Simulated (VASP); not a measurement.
Wanted: the native input for a VASP 6.6.1 run.

```yaml
Task: single point
Functional: HSE06
Potentials_or_basis: VASP PAW PBE potentials, release 64 (Cs_sv, I)
Cutoff: 400 eV
k_mesh: 4 × 4 × 4
Occupations: gaussian, width 0.05 eV
Spin: no spin polarisation
Dipole_correction: no
Grid_for_exact_exchange_PRECFOCK: Normal
Further_INCAR_settings: ALGO = Normal; EDIFF = 1e-06; NBANDS = 15
Share_of_exact_exchange: 0.25
Screening_parameter: 0.2079 1/Å
```

CsI:

```
CELL_PARAMETERS angstrom
4.66547 0.00000 0.00000
0.00000 4.66547 0.00000
0.00000 0.00000 4.66547
ATOMIC_POSITIONS crystal
Cs 0.00000 0.00000 0.00000
I 0.50000 0.50000 0.50000
```

The input as run:

POSCAR

```
CsI
1.0
    4.6654673611      0.0000000000      0.0000000000
    0.0000000000      4.6654673611      0.0000000000
    0.0000000000      0.0000000000      4.6654673611
Cs I
1 1
Direct
    0.0000000000      0.0000000000      0.0000000000
    0.5000000000      0.5000000000      0.5000000000
```

INCAR.step1

```
PREC = Accurate
ENCUT = 400
EDIFF = 1E-5
ISMEAR = 0
SIGMA = 0.05
LREAL = False
LASPH = True
NELM = 120
ALGO = Normal
ISIF = 2
LWAVE = True
LCHARG = False
GGA = PE
NBANDS = 15
GGA_COMPAT = False
```

INCAR.step2

```
PREC = Accurate
ENCUT = 400
EDIFF = 1E-6
ISMEAR = 0
SIGMA = 0.05
LREAL = False
LASPH = True
NELM = 120
ALGO = Normal
ISIF = 2
LWAVE = False
LCHARG = False
GGA = PE
LHFCALC = True
HFSCREEN = 0.2079
PRECFOCK = Normal
ISTART = 1
NBANDS = 15
GGA_COMPAT = False
```

KPOINTS

```
regular mesh
0
Gamma
  4 4 4
```

Potentials or basis: VASP PAW PBE potentials, release 64 (Cs_sv, I).

Run with:

```bash
$ cat potpaw_PBE.64/Cs_sv/POTCAR potpaw_PBE.64/I/POTCAR > POTCAR
$ cp INCAR.step1 INCAR
$ mpirun -np 1 vasp_std > vasp.out
$ cp INCAR.step2 INCAR
$ mpirun -np 1 vasp_std > vasp.out
```

Results of the run:

```yaml
Pressure: -0.2 GPa
Band_gap_on_the_k_mesh: 4.65 eV (least direct gap 4.76 eV)
```

Caveat: the PAW data sets were made with another functional, which shifts forces and pressure a little; spin-orbit coupling is left out, which moves the levels of the heavy elements.

Wall time 3.3 min on 1 thread of AMD EPYC 9R45 96-Core Processor (Zen 5) (shared host), peak memory 0.25 GiB.
